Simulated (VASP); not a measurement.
# TiCo2 (Fd-3m) in VASP: further runs

The runs below take TiCo2 through single point, with PBEsol.

Program: VASP 6.6.1. These are calculated values, not measurements. Logs are shortened: lines on timing, memory, paths and dates and some standing lists are left out, and cuts for length are marked.

## (1) The cell of the first run

It takes space group Fd-3m (No. 227, cubic). The conventional cell has a = 6.704 Å, b = 6.704 Å, c = 6.704 Å, α = 90.00°, β = 90.00°, γ = 90.00°. Within 3.7 Å of Ti (site symmetry -43m) lie 12 Co at 2.78 Å and 4 Ti at 2.90 Å. Within 3.1 Å of Co (site symmetry -3m) lie 6 Co at 2.37 Å and 6 Ti at 2.78 Å.

## (2) Single point, PBEsol, collinear spin, ferrimagnetic start

Contents of INCAR:

```
SYSTEM = TiCo2
ALGO = Normal ; EDIFF = 1E-6
ENCUT = 520 ; GGA = PS
ISIF = 2 ; ISMEAR = 1
ISPIN = 2 ; LASPH = .True.
LCHARG = .False. ; LMAXMIX = 4
LORBIT = 11 ; LREAL = .False.
LWAVE = .False. ; MAGMOM = -0.31 -0.31 0.82 0.82 0.82 0.82
NBANDS = 43 ; NELM = 150
PREC = Accurate ; SIGMA = 0.1
```

Contents of KPOINTS:

```
k-points
0
Gamma
  10 10 10
  0 0 0
```

Contents of POSCAR:

```
TiCo2
1.0
    0.0000000000      3.3520000000      3.3520000000
    3.3520000000      0.0000000000      3.3520000000
    3.3520000000      3.3520000000      0.0000000000
Ti Co
2 4
Direct
    0.5000000000      0.5000000000      0.5000000000
    0.7500000000      0.7500000000      0.7500000000
    0.1250000000      0.1250000000      0.1250000000
    0.6250000000      0.1250000000      0.1250000000
    0.1250000000      0.1250000000      0.6250000000
    0.1250000000      0.6250000000      0.1250000000
```

Potentials or basis: VASP PAW PBE potentials, release 64 (Ti_sv, Co).

Launch:

```console
> cat potpaw_PBE.64/Ti_sv/POTCAR potpaw_PBE.64/Co/POTCAR > POTCAR
> mpirun -np 1 vasp_std > vasp.out
```

OUTCAR:

```text
SYSTEM = TiCo2
   EDIFF = 1E-6
   ENCUT = 520
   GGA = PS
   ISIF = 2
   ISMEAR = 1
   ISPIN = 2
   LASPH = .True.
   LORBIT = 11
   LREAL = .False.
   NELM = 150
   PREC = Accurate

 ion  position               nearest neighbor table
   1  0.500  0.500  0.500-   3 2.78   5 2.78   6 2.78   3 2.78   4 2.78   5 2.78   3 2.78   4 2.78
                             6 2.78   4 2.78   5 2.78   6 2.78   2 2.90   2 2.90   2 2.90   2 2.90
   2  0.750  0.750  0.750-   4 2.78   5 2.78   6 2.78   3 2.78   4 2.78   6 2.78   3 2.78   4 2.78
                             5 2.78   3 2.78   5 2.78   6 2.78   1 2.90   1 2.90   1 2.90   1 2.90
   3  0.125  0.125  0.125-   4 2.37   5 2.37   6 2.37   5 2.37   6 2.37   4 2.37   1 2.78   2 2.78
                             1 2.78   2 2.78   1 2.78   2 2.78
   4  0.625  0.125  0.125-   3 2.37   5 2.37   6 2.37   3 2.37   5 2.37   6 2.37   2 2.78   1 2.78
                             1 2.78   2 2.78   2 2.78   1 2.78
   5  0.125  0.125  0.625-   3 2.37   3 2.37   4 2.37   6 2.37   6 2.37   4 2.37   1 2.78   2 2.78
                             1 2.78   2 2.78   1 2.78   2 2.78
   6  0.125  0.625  0.125-   3 2.37   5 2.37   3 2.37   4 2.37   5 2.37   4 2.37   2 2.78   1 2.78
                             2 2.78   2 2.78   1 2.78   1 2.78

  LATTYP: Found a face centered cubic cell.
 ALAT       =     6.7040000000

  Lattice vectors:

 A1 = (   0.0000000000,   3.3520000000,   3.3520000000)
 A2 = (   3.3520000000,   0.0000000000,   3.3520000000)
 A3 = (   3.3520000000,   3.3520000000,   0.0000000000)

Analysis of symmetry for initial positions (statically):
=====================================================================
 Subroutine PRICEL returns:
 Original cell was already a primitive cell.

 Routine SETGRP: Setting up the symmetry group for a
 face centered cubic supercell.

 Subroutine GETGRP returns: Found 48 space group operations
 (whereof 24 operations were pure point group operations)
 out of a pool of 48 trial point group operations.

The static configuration has the point symmetry T_d .
 The point group associated with its full space group is O_h .

Analysis of symmetry for dynamics (positions and initial velocities):
=====================================================================
 Subroutine PRICEL returns:
 Original cell was already a primitive cell.

 Routine SETGRP: Setting up the symmetry group for a
 face centered cubic supercell.

 Subroutine GETGRP returns: Found 48 space group operations
 (whereof 24 operations were pure point group operations)
 out of a pool of 48 trial point group operations.

The dynamic configuration has the point symmetry T_d .
 The point group associated with its full space group is O_h .

Analysis of structural, dynamic, and magnetic symmetry:
=====================================================================
 Subroutine PRICEL returns:
 Original cell was already a primitive cell.

 Routine SETGRP: Setting up the symmetry group for a
 face centered cubic supercell.

 Subroutine GETGRP returns: Found 48 space group operations
 (whereof 24 operations were pure point group operations)
 out of a pool of 48 trial point group operations.

The overall configuration has the point symmetry T_d .
 The point group associated with its full space group is O_h .

 Subroutine INISYM returns: Found 48 space group operations
 (whereof 24 operations are pure point group operations),
 and found     1 'primitive' translations

----------------------------------------------------------------------------------------

                                     Primitive cell

  volume of cell :      75.3255

  direct lattice vectors                    reciprocal lattice vectors
     0.000000000  3.352000000  3.352000000    -0.149164678  0.149164678  0.149164678
     3.352000000  0.000000000  3.352000000     0.149164678 -0.149164678  0.149164678
     3.352000000  3.352000000  0.000000000     0.149164678  0.149164678 -0.149164678

  length of vectors
     4.740443861  4.740443861  4.740443861     0.258360801  0.258360801  0.258360801

  position of ions in fractional coordinates (direct lattice)
     0.500000000  0.500000000  0.500000000
     0.750000000  0.750000000  0.750000000
     0.125000000  0.125000000  0.125000000
     0.625000000  0.125000000  0.125000000
     0.125000000  0.125000000  0.625000000
     0.125000000  0.625000000  0.125000000

  ion indices of the primitive-cell ions
   primitive index   ion index
                 1           1
                 2           2
                 3           3
                 4           4
                 5           5
[... 59 lines left out ...]
   dimension x,y,z NGXF=    72 NGYF=   72 NGZF=   72
   ions per type =               2   4
   NGX,Y,Z   is equivalent  to a cutoff of  12.63, 12.63, 12.63 a.u.
   NGXF,Y,Z  is equivalent  to a cutoff of  25.25, 25.25, 25.25 a.u.
 SYSTEM =  TiCo2
   PREC   = accura    normal or accurate (medium, high low for compatibility)
   ISTART =      0    job   : 0-new  1-cont  2-samecut
   ICHARG =      2    charge: 1-file 2-atom 10-const
   ISPIN  =      2    spin polarized calculation?
   LNONCOLLINEAR =      F non collinear calculations
   LSORBIT =      F    spin-orbit coupling
   LASPH  =      T    aspherical Exc in radial PAW
   ENCUT  =  520.0 eV  38.22 Ry    6.18 a.u.   8.81  8.81  8.81*2*pi/ulx,y,z
   NELM   =    150;   NELMIN=  2; NELMDL= -5     # of ELM steps
   EDIFF  = 0.1E-05   stopping-criterion for ELM
   LREAL  =      F    real-space projection
   EDIFFG = 0.1E-04   stopping-criterion for IOM
   NSW    =      0    number of steps for IOM
   IBRION =     -1    ionic relax: 0-MD 1-quasi-New 2-CG
   NFREE  =      0    steps in history (QN), initial steepest desc. (CG)
   ISIF   =      2    stress and relaxation
   ISYM   =      2    0-nonsym 1-usesym 2-fastsym
   POTIM  = 0.5000    time-step for ionic-motion
   TEBEG  =    0.0;   TEEND  =   0.0 temperature during run
   PSTRESS=    0.0 pullay stress
   NELECT =      60.0000    total number of electrons
   NUPDOWN=      -1.0000    fix difference up-down
   EMIN   =  10.00;   EMAX   =-10.00  energy-range for DOS
   EFERMI =   0.00;   METHOD = LEGACY
   ISMEAR =     1;   SIGMA  =   0.10  broadening in eV -4-tet -1-fermi 0-gaus
   EFERMI_NEDOS =   21; number of points for ismear=-14 and -15
   IALGO  =     38    algorithm
   IMIX   =      4    mixing-type and parameters
     AMIX     =   0.40;   BMIX     =  1.00
     AMIX_MAG =   1.60;   BMIX_MAG =  1.00
  volume/ion in A,a.u.               =      12.55        84.72
  Fermi-wavevector in a.u.,A,eV,Ry     =   1.517555  2.867764 31.333871  2.302975
  Thomas-Fermi vector in A             =   2.626795
   LORBIT       =     11    0 simple, 1 ext, 2 COOP (PROOUT), +10 PAW based schemes
   GGA     = PS    functional components
   LHFCALC =     F    Hartree Fock is set to
   AEXX    =    0.0000 exact exchange contribution
   IVDW    =     0    specifies the selected vdW correction
   LEPSILON=     F    determine dielectric tensor
   LRPA    =     F    only Hartree local field effects (RPA)
 spin polarized calculation
 Methfessel and Paxton  Order N= 1 SIGMA  =   0.10
  energy-cutoff  :      520.00
  volume of cell :       75.33
 maximum number of plane-waves:      2085
   NGX = 17   NGY = 17   NGZ = 17

 number of electron      60.0000021 magnetization       1.0335047

 Free energy of the ion-electron system (eV)
  ---------------------------------------------------
  ext. energy  EPLUGINS =         0.00000000
  ---------------------------------------------------
  free energy    TOTEN  =       -49.48546504 eV

  energy without entropy =      -49.48518138  energy(sigma->0) =      -49.48537049

 E-fermi :   9.6612     XC(G=0): -12.9402

 val. band max:        9.6582788245   @ k =  -0.4000   0.4000   0.2000
 cond. band min:       9.6612596159   @ k =   0.2000   0.0000   0.0000
 fundamental gap:      0.0029807914
 Fermi energy:         9.6612144598

 spin component 1

 k-point     1 :       0.0000    0.0000    0.0000
  band No.  band energies     occupation
      1     -47.2407      1.00000
      2     -47.1579      1.00000
      3     -23.6263      1.00000
      4     -23.6263      1.00000
      5     -23.6263      1.00000
      6     -23.4417      1.00000
[... 1069 lines left out ...]
     41      12.6773      0.00000
     42      12.7362      0.00000

 [... further k-points ...]

 spin component 2

 k-point     1 :       0.0000    0.0000    0.0000
  band No.  band energies     occupation
      1     -47.3581      1.00000
      2     -47.2751      1.00000
      3     -23.7456      1.00000
      4     -23.7456      1.00000
      5     -23.7456      1.00000
      6     -23.5604      1.00000
[... 1069 lines left out ...]
     41      12.6605      0.00000
     42      12.7262      0.00000

 [... further k-points ...]

 [bands above 42 left out]

------------------------ aborting loop because EDIFF is reached ----------------------------------------

  FORCE on cell =-STRESS in cart. coord.  units (eV):
  Direction    XX          YY          ZZ          XY          YZ          ZX
  --------------------------------------------------------------------------------------
  -------------------------------------------------------------------------------------
  Total       -6.9123188     -6.9123188     -6.9123188      0.0000000      0.0000000      0.0000000
  in kB     -147.0253818   -147.0253818   -147.0253818      0.0000000      0.0000000      0.0000000
  external PRESSURE =    -147.0253818 kB  Pullay stress =       0.0000000 kB

 VOLUME and BASIS-vectors are now :
 -----------------------------------------------------------------------------
  energy-cutoff  :      520.00
  volume of cell :       75.33
      direct lattice vectors                 reciprocal lattice vectors
     0.000000000  3.352000000  3.352000000    -0.149164678  0.149164678  0.149164678
     3.352000000  0.000000000  3.352000000     0.149164678 -0.149164678  0.149164678
     3.352000000  3.352000000  0.000000000     0.149164678  0.149164678 -0.149164678

 POSITION                                       TOTAL-FORCE (eV/Angst)
 -----------------------------------------------------------------------------------
      3.35200      3.35200      3.35200         0.000000     -0.000000     -0.000000
      5.02800      5.02800      5.02800        -0.000000      0.000000      0.000000
      0.83800      0.83800      0.83800         0.000000      0.000000      0.000000
      0.83800      2.51400      2.51400         0.000000      0.000000      0.000000
      2.51400      2.51400      0.83800         0.000000      0.000000      0.000000
      2.51400      0.83800      2.51400         0.000000      0.000000      0.000000
 -----------------------------------------------------------------------------------
    total drift:                                0.000000     -0.000000     -0.000000

  FREE ENERGIE OF THE ION-ELECTRON SYSTEM (eV)
  ---------------------------------------------------
  free  energy   TOTEN  =       -49.4854650406 eV

  energy  without entropy=      -49.4851813824  energy(sigma->0) =      -49.48537049

 total charge

# of ion       s       p       d       tot
------------------------------------------
    1        2.217   6.144   1.814  10.175
    2        2.217   6.144   1.814  10.175
    3        0.532   0.549   7.301   8.382
    4        0.532   0.549   7.301   8.382
    5        0.532   0.549   7.301   8.382
    6        0.532   0.549   7.301   8.382
--------------------------------------------------
tot          6.563  14.486  32.830  53.879

 magnetization (x)

# of ion       s       p       d       tot
------------------------------------------
    1       -0.002  -0.009  -0.122  -0.133
    2       -0.002  -0.009  -0.122  -0.133
    3       -0.000  -0.003   0.355   0.352
    4       -0.000  -0.003   0.355   0.352
    5       -0.000  -0.003   0.355   0.352
    6       -0.000  -0.003   0.355   0.352
--------------------------------------------------
tot         -0.004  -0.032   1.178   1.142
```

Wall time 31 min (1 thread of Intel Xeon Platinum 8488C (Sapphire Rapids), shared host); peak memory 0.4 GiB.

Results:

- Free energy: -49.4855 eV
- Pressure: -14.7 GPa
- Net moment: 1.03 μB per cell
- Site moments: Ti -0.13; Co +0.35 μB
- Valence electrons inside the program's atomic spheres: Ti 10.18; Co 8.38

Levels at points of the mesh, in eV from the Fermi level:
Spin up:
```
           k point  band 28  band 29  band 30  band 31  band 32  band 33  band 34  band 35
(0.00, 0.00, 0.00)    -0.71    -0.64    -0.64    -0.64     0.59     0.59     0.59     0.94
(0.50, 0.00, 0.00)    -0.55    -0.55     0.16     0.16     0.57     0.57     0.59     0.87
(0.50, 0.50, 0.00)    -0.70    -0.67    -0.67    -0.09    -0.09     0.83     0.83     1.51
```
Spin down:
```csv
k point,band 26,band 27,band 28,band 29,band 30,band 31,band 32,band 33
"(0.00, 0.00, 0.00)",-0.63,-0.40,-0.40,-0.33,-0.33,-0.33,0.95,0.95
"(0.50, 0.00, 0.00)",-0.45,-0.38,-0.14,-0.14,0.15,0.15,0.51,0.51
"(0.50, 0.50, 0.00)",-1.51,-0.34,-0.34,-0.29,-0.29,0.05,0.05,0.89
```

Caveat: the cell stands under tension; the PAW data sets were made with another functional, which shifts forces and pressure a little.

## (3) Single point, PBEsol, collinear spin, zero start

Contents of INCAR:

```
  PREC = Accurate
  ENCUT = 520
  EDIFF = 1E-6
  ISMEAR = 0
  SIGMA = 0.1
  LREAL = F
  LASPH = T
  NELM = 150
  ALGO = Normal
  ISIF = 2
  LWAVE = F
  LCHARG = F
  ISPIN = 2
  MAGMOM = 0 0 0 0 0 0
  LORBIT = 11
  NUPDOWN = 0.0
  LMAXMIX = 4
  GGA = PS
  NBANDS = 43
```

Contents of KPOINTS:

```
Automatic mesh
0
Gamma
  10 10 10
```

POSCAR is that of step 2.

Potentials or basis: VASP PAW PBE potentials, release 64 (Ti_sv, Co).

Launch:

```console
> cat potpaw_PBE.64/Ti_sv/POTCAR potpaw_PBE.64/Co/POTCAR > POTCAR
> mpirun -np 1 vasp_std > vasp.out
```

It took 8.2 min on 1 thread of Intel Xeon 8259CL, shared host; peak memory 0.39 GiB.

It converged, with:

| Item | Value |
| --- | --- |
| Free energy | -49.5040 eV |
| Pressure | -13.9 GPa |
| Net moment | 0.00 μB per cell |
| Valence electrons inside the program's atomic spheres | Ti 10.17; Co 8.38 |

Caveat: the cell stands under tension; the PAW data sets were made with another functional, which shifts forces and pressure a little; the total moment is fixed, so each spin has its own Fermi level.

## (4) Single point, PBEsol, collinear spin, ferrimagnetic start

Contents of INCAR:

```
ALGO = Normal ; EDIFF = 1E-6
ENCUT = 520 ; GGA = PS
ISIF = 2 ; ISMEAR = 0
ISPIN = 2 ; LASPH = T
LCHARG = T ; LELF = T
LMAXMIX = 4 ; LORBIT = 11
LREAL = F ; LVHAR = T
LWAVE = F ; MAGMOM = -0.31 -0.31 0.82 0.82 0.82 0.82
NBANDS = 43 ; NELM = 150
PREC = Accurate ; SIGMA = 0.1
```

Contents of KPOINTS:

```
k-points
0
Gamma
  1 1 1
```

POSCAR is that of step 3.

Launch:

```console
> cat potpaw_PBE.64/Ti_sv/POTCAR potpaw_PBE.64/Co/POTCAR > POTCAR
> mpirun -np 1 vasp_gam > vasp.out
```

It took 46 s on 1 thread of Intel Xeon Platinum 8259CL at 2.50GHz (Skylake/Cascade Lake), shared host; peak memory 0.23 GiB.

It converged, with:

```
Free energy                                           : -42.0468 eV
Pressure                                              : -8.4 GPa
Net moment                                            : 3.42 μB per cell
Site moments                                          : Ti +0.58; Co +0.27 μB
Valence electrons inside the program's atomic spheres : Ti 10.32; Co 8.39
```

Levels at points of the mesh, in eV from the Fermi level:
Spin up:
```
           k point  band 29  band 30  band 31  band 32  band 33  band 34  band 35  band 36
(0.00, 0.00, 0.00)    -0.53    -0.53    -0.53    -0.04     0.36     0.36     0.36     1.21
```
Spin down:
```csv
k point,band 24,band 25,band 26,band 27,band 28,band 29,band 30,band 31,band 32,band 33
"(0.00, 0.00, 0.00)",-0.52,-0.52,-0.52,-0.48,-0.48,0.09,0.09,0.09,0.32,0.32
```

Caveat: the k points lie up to 1.62 Å⁻¹ apart, too coarse for converged energies, forces and pressures; the PAW data sets were made with another functional, which shifts forces and pressure a little.

## (5) Single point, PBEsol, collinear spin, ferrimagnetic start

Contents of INCAR:

```
SYSTEM = TiCo2
  PREC = Accurate
  ENCUT = 520
  EDIFF = 1E-6
  ISMEAR = 0
  SIGMA = 0.1
  LREAL = .FALSE.
  LASPH = .TRUE.
  NELM = 150
  ALGO = Normal
  ISIF = 2
  LWAVE = .FALSE.
  LCHARG = .FALSE.
  ISPIN = 2
  MAGMOM = -0.31 -0.31 0.82 0.82 0.82 0.82
  LORBIT = 11
  LMAXMIX = 4
  GGA = PS
  NBANDS = 43
```

Contents of KPOINTS:

```
regular mesh
0
G
  2 2 2
  0 0 0
```

POSCAR is that of step 4.

Launch:

```console
> cat potpaw_PBE.64/Ti_sv/POTCAR potpaw_PBE.64/Co/POTCAR > POTCAR
> mpirun -np 1 vasp_std > vasp.out
```

It took 49 s on 1 thread of Intel Xeon Platinum 8259CL at 2.50GHz (Skylake/Cascade Lake), shared host; peak memory 0.24 GiB.

It converged, with:

```yaml
Free_energy: -49.5196 eV
Pressure: -13.7 GPa
Net_moment: 0.83 μB per cell
Site_moments: Ti +0.17; Co +0.10 μB
Valence_electrons_inside_the_program's_atomic_spheres: Ti 10.17; Co 8.40
```

Levels at points of the mesh, in eV from the Fermi level:
Spin up:
```tsv
k point	band 27	band 28	band 29	band 30	band 31	band 32	band 33	band 34	band 35	band 36
(0.00, 0.00, 0.00)	-0.49	-0.49	-0.41	-0.41	-0.41	0.91	0.91	0.91	0.92	0.92
(0.50, 0.00, 0.00)	-0.46	-0.22	-0.22	0.05	0.05	0.43	0.43	0.80	0.91	1.09
(0.50, 0.50, 0.00)	-0.37	-0.37	-0.37	-0.37	-0.05	-0.05	0.78	0.78	1.46	1.46
```
Spin down:
```csv
k point,band 28,band 29,band 30,band 31,band 32,band 33
"(0.00, 0.00, 0.00)",-0.36,-0.27,-0.27,-0.27,1.00,1.00
"(0.50, 0.00, 0.00)",-0.10,-0.10,0.21,0.21,0.54,0.54
"(0.50, 0.50, 0.00)",-0.29,-0.25,-0.25,0.11,0.11,0.97
```

Caveat: the k points lie up to 0.81 Å⁻¹ apart, too coarse for converged energies, forces and pressures; the PAW data sets were made with another functional, which shifts forces and pressure a little.

## (6) Overview

| spin | fixed moment (μB) | k mesh | smearing | gap on the mesh (eV) | pressure (GPa) | moment (μB) |
| --- | --- | --- | --- | --- | --- | --- |
| collinear, ferrimagnetic start | - | 10 × 10 × 10 | methfessel-paxton 0.1 eV | none | -14.7 | 1.03 |
| collinear, zero start | 0.0 | 10 × 10 × 10 | gaussian 0.1 eV | - | -13.9 | 0.00 |
| collinear, ferrimagnetic start | - | 1 × 1 × 1 | gaussian 0.1 eV | - | -8.4 | 3.42 |
| collinear, ferrimagnetic start | - | 2 × 2 × 2 | gaussian 0.1 eV | none | -13.7 | 0.83 |

Alike in all rows: task single point; level PBEsol; potentials or basis VASP PAW PBE potentials, release 64 (Ti_sv, Co); cell as given; cutoff (eV) 520.

Caveats: some runs use coarse meshes; the PAW data sets were made with another functional, which shifts forces and pressure a little; the cell stands under tension (at least some runs); the total moment is fixed, so each spin has its own Fermi level (at least some runs).

Total energies depend on the potentials used, so only differences within one code and one set of settings carry meaning.

The gap in the log of VASP goes by the Fermi energy; the results here count the filled bands.